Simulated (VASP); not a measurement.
# NbC (Fm-3m) in VASP: notebook

NbC is run at these levels: PBE+D4, PBE+D3(BJ); tasks: single point.

Program: VASP 6.6.1. These are calculated values, not measurements. Logs are shortened: lines on timing, memory, paths and dates and some standing lists are left out, and cuts for length are marked.

### 1 The cell of the first run

It takes space group Fm-3m (No. 225, cubic). Conventional cell: a = 4.429 Å, b = 4.429 Å, c = 4.429 Å, α = 90.00°, β = 90.00°, γ = 90.00°. Nb (site symmetry m-3m) has 6 C at 2.21 Å within 2.9 Å. Within 2.9 Å of C (site symmetry m-3m) lie 6 Nb at 2.21 Å.

### 2 Single point, PBE+D4 (volume scaled by 0.98)

Contents of INCAR:

```
SYSTEM = NbC
PREC     = Accurate       ! precision mode
ENCUT    = 600            ! plane-wave cutoff, eV
EDIFF    = 1E-6           ! SCF threshold, eV
ISMEAR   = 0              ! smearing method
SIGMA    = 0.05           ! smearing width, eV
LREAL    = .FALSE.        ! projectors in reciprocal space
LASPH    = .TRUE.         ! aspherical terms in the spheres
NELM     = 120            ! most SCF steps
ALGO     = Normal         ! electronic algorithm
ISIF     = 2              ! what is computed and relaxed
LWAVE    = .FALSE.        ! write WAVECAR
LCHARG   = .TRUE.         ! write CHGCAR
GGA      = PE             ! functional
IVDW     = 13             ! dispersion correction
LELF     = .TRUE.         ! ELF
LVHAR    = .TRUE.       
NBANDS   = 16             ! bands
GGA_COMPAT= .FALSE.
```

Contents of KPOINTS:

```
Automatic mesh
0
G
  10 10 10
  0 0 0
```

Contents of POSCAR:

```
NbC
1.0
    0.0000000000      2.2146121380      2.2146121380
    2.2146121380      0.0000000000      2.2146121380
    2.2146121380      2.2146121380      0.0000000000
Nb C
1 1
Direct
    0.0000000000      0.0000000000      0.0000000000
    0.5000000000      0.5000000000      0.5000000000
```

Potentials or basis: VASP PAW PBE potentials, release 64 (Nb_sv, C).

On the command line:

```bash
cat potpaw_PBE.64/Nb_sv/POTCAR potpaw_PBE.64/C/POTCAR > POTCAR
mpirun -np 1 vasp_std > vasp.out
```

OUTCAR:

```text
SYSTEM = NbC
   PREC = Accurate
   ENCUT = 600
   EDIFF = 1E-6
   ISMEAR = 0
   LREAL = .FALSE.
   LASPH = .TRUE.
   NELM = 120
   ISIF = 2
   GGA = PE
   IVDW = 13

 ion  position               nearest neighbor table
   1  0.000  0.000  0.000-   2 2.21   2 2.21   2 2.21   2 2.21   2 2.21   2 2.21
   2  0.500  0.500  0.500-   1 2.21   1 2.21   1 2.21   1 2.21   1 2.21   1 2.21

  LATTYP: Found a face centered cubic cell.
 ALAT       =     4.4292242760

  Lattice vectors:

 A1 = (   0.0000000000,   2.2146121380,   2.2146121380)
 A2 = (   2.2146121380,   0.0000000000,   2.2146121380)
 A3 = (   2.2146121380,   2.2146121380,   0.0000000000)

Analysis of symmetry for initial positions (statically):
=====================================================================
 Subroutine PRICEL returns:
 Original cell was already a primitive cell.

 Routine SETGRP: Setting up the symmetry group for a
 face centered cubic supercell.

 Subroutine GETGRP returns: Found 48 space group operations
 (whereof 48 operations were pure point group operations)
 out of a pool of 48 trial point group operations.

The static configuration has the point symmetry O_h .

Analysis of symmetry for dynamics (positions and initial velocities):
=====================================================================
 Subroutine PRICEL returns:
 Original cell was already a primitive cell.

 Routine SETGRP: Setting up the symmetry group for a
 face centered cubic supercell.

 Subroutine GETGRP returns: Found 48 space group operations
 (whereof 48 operations were pure point group operations)
 out of a pool of 48 trial point group operations.

The dynamic configuration has the point symmetry O_h .

 Subroutine INISYM returns: Found 48 space group operations
 (whereof 48 operations are pure point group operations),
 and found     1 'primitive' translations

----------------------------------------------------------------------------------------

                                     Primitive cell

  volume of cell :      21.7232

  direct lattice vectors                    reciprocal lattice vectors
     0.000000000  2.214612138  2.214612138    -0.225773169  0.225773169  0.225773169
     2.214612138  0.000000000  2.214612138     0.225773169 -0.225773169  0.225773169
     2.214612138  2.214612138  0.000000000     0.225773169  0.225773169 -0.225773169

  length of vectors
     3.131934521  3.131934521  3.131934521     0.391050599  0.391050599  0.391050599

  position of ions in fractional coordinates (direct lattice)
     0.000000000  0.000000000  0.000000000
     0.500000000  0.500000000  0.500000000

  ion indices of the primitive-cell ions
   primitive index   ion index
                 1           1
                 2           2

----------------------------------------------------------------------------------------

 KPOINTS: Automatic mesh

Automatic generation of k-mesh.
 Grid dimensions read from file:
 generate k-points for:   10   10   10

 Generating k-lattice:

  Cartesian coordinates                     Fractional coordinates (reciprocal lattice)
    -0.022577317  0.022577317  0.022577317     0.100000000  0.000000000  0.000000000
     0.022577317 -0.022577317  0.022577317     0.000000000  0.100000000  0.000000000
     0.022577317  0.022577317 -0.022577317     0.000000000  0.000000000  0.100000000

  Length of vectors
     0.039105060  0.039105060  0.039105060

  Shift w.r.t. Gamma in fractional coordinates (k-lattice)
     0.000000000  0.000000000  0.000000000

 Subroutine IBZKPT returns following result:
 ===========================================

 Found     47 irreducible k-points:

 Following reciprocal coordinates:
            Coordinates               Weight
  0.000000  0.000000  0.000000      1.000000
  0.100000  0.000000  0.000000      8.000000
  0.200000  0.000000  0.000000      8.000000
  0.300000  0.000000  0.000000      8.000000
  0.400000  0.000000  0.000000      8.000000
  0.500000  0.000000  0.000000      4.000000
[... 16 lines left out ...]
  0.300000  0.300000  0.000000      6.000000
  0.400000  0.300000  0.000000     24.000000
 [... further k-points ...]
   k-points           NKPTS =     47   k-points in BZ     NKDIM =     47   number of bands    NBANDS=     16
   number of dos      NEDOS =    301   number of ions     NIONS =      2
   total plane-waves  NPLWV =  21952
   dimension x,y,z NGX =    28 NGY =   28 NGZ =   28
   dimension x,y,z NGXF=    56 NGYF=   56 NGZF=   56
   ions per type =               1   1
   NGX,Y,Z   is equivalent  to a cutoff of  14.86, 14.86, 14.86 a.u.
   NGXF,Y,Z  is equivalent  to a cutoff of  29.73, 29.73, 29.73 a.u.
 SYSTEM =  NbC
   PREC   = accura    normal or accurate (medium, high low for compatibility)
   ISTART =      0    job   : 0-new  1-cont  2-samecut
   ICHARG =      2    charge: 1-file 2-atom 10-const
   ISPIN  =      1    spin polarized calculation?
   LNONCOLLINEAR =      F non collinear calculations
[... 57 lines left out ...]
 fundamental gap:      0.2775431716
 Fermi energy:        12.8489520000

 k-point     1 :       0.0000    0.0000    0.0000
  band No.  band energies     occupation
      1     -42.7380      2.00000
      2     -18.4219      2.00000
      3     -18.4219      2.00000
      4     -18.4219      2.00000
      5      -0.6119      2.00000
      6      11.6245      2.00000
[... 8 lines left out ...]
     15      22.9785      0.00000
     16      35.6702      0.00000

 k-point     2 :       0.1000    0.0000    0.0000
  band No.  band energies     occupation
      1     -42.7266      2.00000
      2     -18.5165      2.00000
      3     -18.4306      2.00000
      4     -18.4306      2.00000
      5      -0.3496      2.00000
      6      10.6303      2.00000
[... 8 lines left out ...]
     15      23.6020      0.00000
     16      33.9030      0.00000

 k-point     3 :       0.2000    0.0000    0.0000
  band No.  band energies     occupation
      1     -42.6966      2.00000
      2     -18.7573      2.00000
      3     -18.4531      2.00000
      4     -18.4531      2.00000
      5       0.3758      2.00000
      6       9.0290      2.00000
[... 8 lines left out ...]
     15      25.0338      0.00000
     16      31.7789      0.00000

 k-point     4 :       0.3000    0.0000    0.0000
  band No.  band energies     occupation
      1     -42.6593      2.00000
      2     -19.0433      2.00000
      3     -18.4807      2.00000
      4     -18.4807      2.00000
      5       1.4079      2.00000
      6       7.4259      2.00000
[... 8 lines left out ...]
     15      26.4506      0.00000
     16      29.0334      0.00000

 k-point     5 :       0.4000    0.0000    0.0000
  band No.  band energies     occupation
      1     -42.6288      2.00000
      2     -19.2661      2.00000
      3     -18.5029      2.00000
      4     -18.5029      2.00000
      5       2.5307      2.00000
      6       6.0175      2.00000
[... 8 lines left out ...]
     15      26.6775      0.00000
     16      26.6775      0.00000

 k-point     6 :       0.5000    0.0000    0.0000
  band No.  band energies     occupation
      1     -42.6171      2.00000
      2     -19.3493      2.00000
      3     -18.5113      2.00000
      4     -18.5113      2.00000
      5       3.2100      2.00000
      6       5.2555      2.00000
[... 8 lines left out ...]
     15      25.6671      0.00000
     16      25.6671      0.00000
[... 267 lines left out ...]
 k-point    21 :      -0.3000    0.2000    0.0000
  band No.  band energies     occupation
      1     -42.6174      2.00000
      2     -19.1259      2.00000
      3     -18.7436      2.00000
      4     -18.5127      2.00000
      5       2.1910      2.00000
      6       6.4267      2.00000
[... 8 lines left out ...]
     15      25.8751      0.00000
     16      27.7837      0.00000

 k-point    22 :      -0.2000    0.2000    0.0000
  band No.  band energies     occupation
      1     -42.6463      2.00000
      2     -18.9907      2.00000
      3     -18.6651      2.00000
      4     -18.4700      2.00000
      5       1.5489      2.00000
      6       7.2013      2.00000
[... 8 lines left out ...]
     15      26.0355      0.00000
     16      27.9033      0.00000

 k-point    23 :       0.3000    0.3000    0.0000
  band No.  band energies     occupation
      1     -42.6332      2.00000
      2     -18.9768      2.00000
      3     -18.6292      2.00000
      4     -18.6292      2.00000
      5       1.0091      2.00000
      6       7.4651      2.00000
[... 8 lines left out ...]
     15      27.7111      0.00000
     16      28.4436      0.00000

 k-point    24 :       0.4000    0.3000    0.0000
  band No.  band energies     occupation
      1     -42.6091      2.00000
      2     -19.0921      2.00000
      3     -18.6906      2.00000
      4     -18.6619      2.00000
      5       1.1361      2.00000
      6       7.7030      2.00000
[... 8 lines left out ...]
     15      25.9725      0.00000
     16      28.6887      0.00000

 [... further k-points ...]

------------------------ aborting loop because EDIFF is reached ----------------------------------------

  DFT-D4 for vdW energy calculation

  Edisp (eV):   -0.69102

  FORCE on cell =-STRESS in cart. coord.  units (eV):
  Direction    XX          YY          ZZ          XY          YZ          ZX
  --------------------------------------------------------------------------------------
  -------------------------------------------------------------------------------------
  Total       0.80391     0.80391     0.80391     0.00000    -0.00000     0.00000
  in kB      59.29219    59.29219    59.29219     0.00000    -0.00000     0.00000
  external pressure =       59.29 kB  Pullay stress =        0.00 kB

 VOLUME and BASIS-vectors are now :
 -----------------------------------------------------------------------------
  energy-cutoff  :      600.00
  volume of cell :       21.72
      direct lattice vectors                 reciprocal lattice vectors
     0.000000000  2.214612138  2.214612138    -0.225773169  0.225773169  0.225773169
     2.214612138  0.000000000  2.214612138     0.225773169 -0.225773169  0.225773169
     2.214612138  2.214612138  0.000000000     0.225773169  0.225773169 -0.225773169

 POSITION                                       TOTAL-FORCE (eV/Angst)
 -----------------------------------------------------------------------------------
      0.00000      0.00000      0.00000        -0.000000      0.000000      0.000000
      2.21461      2.21461      2.21461         0.000000     -0.000000     -0.000000
 -----------------------------------------------------------------------------------
    total drift:                               -0.000000      0.000000      0.000000

  FREE ENERGIE OF THE ION-ELECTRON SYSTEM (eV)
  ---------------------------------------------------
  free  energy   TOTEN  =       -21.2199937730 eV

  energy  without entropy=      -21.2192868224  energy(sigma->0) =      -21.21964030
```

It took 13 s on 1 thread of AMD EPYC 9R45 (Zen 5), shared host; peak memory 0.13 GiB.

Results:

```
Free energy                : -21.2200 eV
Pressure                   : 5.9 GPa
Dispersion energy per atom : -0.346 eV
```

Levels at points of the mesh, in eV from the Fermi level:
```
           k point  band 6  band 7  band 8  band 9  band 10  band 11  band 12  band 13
(0.00, 0.00, 0.00)   -1.22   -1.22   -1.22   -0.11    -0.11    -0.11     0.51     0.51
(0.50, 0.00, 0.00)   -7.59   -5.13   -5.13    2.37     2.37     3.85     5.99     9.36
(0.50, 0.50, 0.00)   -4.19   -3.72   -1.18   -1.18     2.21     3.51     3.51     6.93
```

Caveat: the cell differs from its parent crystal (volume scaled by 0.98); pairwise dispersion overbinds metals, which lowers pressure and volume.

### 3 Single point, PBE+D4

Contents of INCAR:

```
PREC     = Accurate       # precision mode
ENCUT    = 600            # plane-wave cutoff, eV
EDIFF    = 1E-6           # SCF threshold, eV
ISMEAR   = 0              # smearing method
SIGMA    = 0.05           # smearing width, eV
LREAL    = False          # projectors in reciprocal space
LASPH    = True           # aspherical terms in the spheres
NELM     = 120            # most SCF steps
ALGO     = Normal         # electronic algorithm
ISIF     = 2              # what is computed and relaxed
LWAVE    = False          # write WAVECAR
LCHARG   = False          # write CHGCAR
GGA      = PE             # functional
IVDW     = 13             # dispersion correction
NBANDS   = 16             # bands
GGA_COMPAT= False
```

Contents of KPOINTS:

```
Automatic mesh
0
Gamma
  10 10 10
```

Contents of POSCAR:

```
NbC
1.0
    0.0000000000      2.1994430856      2.1994430856
    2.1994430856      0.0000000000      2.1994430856
    2.1994430856      2.1994430856      0.0000000000
Nb C
1 1
Direct
    0.0000000000      0.0000000000      0.0000000000
    0.5000000000      0.5000000000      0.5000000000
```

Potentials or basis: VASP PAW PBE potentials, release 64 (Nb_sv, C).

On the command line:

```bash
cat potpaw_PBE.64/Nb_sv/POTCAR potpaw_PBE.64/C/POTCAR > POTCAR
mpirun -np 1 vasp_std > vasp.out
```

It took 14 s on 1 thread of AMD EPYC 9R45 (Zen 5), shared host; peak memory 0.13 GiB.

The run converged. Its results:

```
Free energy                : -21.1929 eV
Pressure                   : 13.3 GPa
Dispersion energy per atom : -0.353 eV
```

Levels at points of the mesh, in eV from the Fermi level:
| k point | band 6 | band 7 | band 8 | band 9 | band 10 | band 11 | band 12 | band 13 |
| --- | --- | --- | --- | --- | --- | --- | --- | --- |
| (0.00, 0.00, 0.00) | -1.26 | -1.26 | -1.26 | -0.13 | -0.13 | -0.13 | 0.53 | 0.53 |
| (0.50, 0.00, 0.00) | -7.72 | -5.24 | -5.24 | 2.44 | 2.44 | 3.96 | 6.05 | 9.60 |
| (0.50, 0.50, 0.00) | -4.31 | -3.71 | -1.18 | -1.18 | 2.28 | 3.62 | 3.62 | 7.18 |

Caveat: pairwise dispersion overbinds metals, which lowers pressure and volume.

### 4 Single point, PBE+D3(BJ)

This run uses another cell than the first one, of 10.65 Å³/atom, 0.980 times its volume.

Contents of INCAR:

```
PREC = Accurate ; ENCUT = 600
EDIFF = 1E-6 ; ISMEAR = 0
SIGMA = 0.05 ; LREAL = False
LASPH = True ; NELM = 120
ALGO = Normal ; ISIF = 2
LWAVE = False ; LCHARG = False
GGA = PE ; IVDW = 12
NBANDS = 16 ; GGA_COMPAT = False
```

KPOINTS is that of step 3.

Contents of POSCAR:

```
NbC
1.0
    0.0000000000      2.2000000000      2.2000000000
    2.2000000000      0.0000000000      2.2000000000
    2.2000000000      2.2000000000      0.0000000000
Nb C
1 1
Direct
    0.0000000000      0.0000000000      0.0000000000
    0.5000000000      0.5000000000      0.5000000000
```

On the command line:

```bash
cat potpaw_PBE.64/Nb_sv/POTCAR potpaw_PBE.64/C/POTCAR > POTCAR
mpirun -np 1 vasp_std > vasp.out
```

Wall time 14 s (1 thread of AMD EPYC 9R45 (Zen 5), shared host); peak memory 0.14 GiB.

It converged, with:

```
Free energy                : -21.5162 eV
Pressure                   : 10.6 GPa
Dispersion energy per atom : -0.514 eV
```

Levels at points of the mesh, in eV from the Fermi level:
```
           k point  band 7  band 8  band 9  band 10  band 11  band 12
(0.00, 0.00, 0.00)   -1.26   -1.26   -0.13    -0.13    -0.13     0.52
(0.50, 0.00, 0.00)   -5.24   -5.24    2.44     2.44     3.96     6.05
(0.50, 0.50, 0.00)   -3.71   -1.18   -1.18     2.28     3.62     3.62
```

Caveat: three body term missing; pairwise dispersion overbinds metals, which lowers pressure and volume.

### 5 Single point, PBE+D3(BJ) (volume scaled by 0.98)

Contents of INCAR:

```
PREC = Accurate
ENCUT = 600
EDIFF = 1E-6
ISMEAR = 0
SIGMA = 0.05
LREAL = False
LASPH = True
NELM = 120
ALGO = Normal
ISIF = 2
LWAVE = False
LCHARG = True
GGA = PE
IVDW = 12
LELF = True
LVHAR = True
NBANDS = 16
GGA_COMPAT = False
```

KPOINTS is that of step 4.

Contents of POSCAR:

```
NbC
1.0
    0.0000000000      2.2127006952      2.2127006952
    2.2127006952      0.0000000000      2.2127006952
    2.2127006952      2.2127006952      0.0000000000
Nb C
1 1
Direct
    0.0000000000      0.0000000000      0.0000000000
    0.5000000000      0.5000000000      0.5000000000
```

On the command line:

```bash
cat potpaw_PBE.64/Nb_sv/POTCAR potpaw_PBE.64/C/POTCAR > POTCAR
mpirun -np 1 vasp_std > vasp.out
```

Run time: 13 s. Hardware: 1 thread of AMD EPYC 9R45 (Zen 5), shared host; peak memory 0.14 GiB.

It converged, with:

```yaml
Free_energy: -21.5343 eV
Pressure: 4.5 GPa
Dispersion_energy_per_atom: -0.505 eV
```

Levels at points of the mesh, in eV from the Fermi level:
| k point | band 6 | band 7 | band 8 | band 9 | band 10 | band 11 | band 12 | band 13 |
| --- | --- | --- | --- | --- | --- | --- | --- | --- |
| (0.00, 0.00, 0.00) | -1.23 | -1.23 | -1.23 | -0.11 | -0.11 | -0.11 | 0.51 | 0.51 |
| (0.50, 0.00, 0.00) | -7.61 | -5.14 | -5.14 | 2.38 | 2.38 | 3.86 | 6.00 | 9.39 |
| (0.50, 0.50, 0.00) | -4.21 | -3.72 | -1.18 | -1.18 | 2.22 | 3.53 | 3.53 | 6.96 |

Caveat: the cell differs from its parent crystal (volume scaled by 0.98); three body term missing; pairwise dispersion overbinds metals, which lowers pressure and volume.

### 6 Single point, PBE+D3(BJ) (volume scaled by 0.96)

Contents of INCAR:

```
ALGO     = Normal         # electronic algorithm
EDIFF    = 1E-6           # SCF threshold, eV
ENCUT    = 600            # plane-wave cutoff, eV
GGA      = PE             # functional
GGA_COMPAT= F            
ISIF     = 2              # what is computed and relaxed
ISMEAR   = 0              # smearing method
IVDW     = 12             # dispersion correction
LASPH    = T              # aspherical terms in the spheres
LCHARG   = T              # write CHGCAR
LELF     = T              # ELF
LREAL    = F              # projectors in reciprocal space
LVHAR    = T            
LWAVE    = F              # write WAVECAR
NBANDS   = 16             # bands
NELM     = 120            # most SCF steps
PREC     = Accurate       # precision mode
SIGMA    = 0.05           # smearing width, eV
```

Contents of KPOINTS:

```
k-points
0
Gamma
  10 10 10
```

Contents of POSCAR:

```
NbC
1.0
    0.0000000000      2.1975447353      2.1975447353
    2.1975447353      0.0000000000      2.1975447353
    2.1975447353      2.1975447353      0.0000000000
Nb C
1 1
Direct
    0.0000000000      0.0000000000      0.0000000000
    0.5000000000      0.5000000000      0.5000000000
```

Potentials or basis: VASP PAW PBE potentials, release 64 (Nb_sv, C).

On the command line:

```bash
cat potpaw_PBE.64/Nb_sv/POTCAR potpaw_PBE.64/C/POTCAR > POTCAR
mpirun -np 1 vasp_std > vasp.out
```

Run time: 13 s. Hardware: 1 thread of AMD EPYC 9R45 (Zen 5), shared host; peak memory 0.14 GiB.

The run converged. Its results:

- Free energy: -21.5111 eV
- Pressure: 11.8 GPa
- Dispersion energy per atom: -0.516 eV

Levels at points of the mesh, in eV from the Fermi level:
```tsv
k point	band 5	band 6	band 7	band 8	band 9	band 10	band 11	band 12	band 13	band 14
(0.00, 0.00, 0.00)	-13.58	-1.27	-1.27	-1.27	-0.13	-0.13	-0.13	0.53	0.53	8.35
(0.50, 0.00, 0.00)	-9.63	-7.74	-5.26	-5.26	2.45	2.45	3.98	6.06	9.63	9.63
(0.50, 0.50, 0.00)	-12.29	-4.33	-3.71	-1.18	-1.18	2.29	3.64	3.64	7.22	10.82
```

Caveat: the cell differs from its parent crystal (volume scaled by 0.96); three body term missing; pairwise dispersion overbinds metals, which lowers pressure and volume.

### 7 Summary

| level | cell | gap on the mesh (eV) | pressure (GPa) |
| --- | --- | --- | --- |
| PBE+D4 | a = 3.132 Å, angles 60.0°, 2 atoms | none | 5.9 |
| PBE+D4 | a = 3.110 Å, angles 60.0°, 2 atoms | none | 13.3 |
| PBE+D3(BJ) | a = 3.111 Å, angles 60.0°, 2 atoms | none | 10.6 |
| PBE+D3(BJ) | a = 3.129 Å, angles 60.0°, 2 atoms | none | 4.5 |
| PBE+D3(BJ) | a = 3.108 Å, angles 60.0°, 2 atoms | none | 11.8 |

Alike in all rows: task single point; potentials or basis VASP PAW PBE potentials, release 64 (Nb_sv, C); no spin polarisation; k mesh 10 × 10 × 10; cutoff (eV) 600; smearing gaussian 0.05 eV.

Caveats: pairwise dispersion overbinds metals, which lowers pressure and volume; three body term missing (some runs).

Total energies depend on the potentials used, so only differences within one code and one set of settings carry meaning.
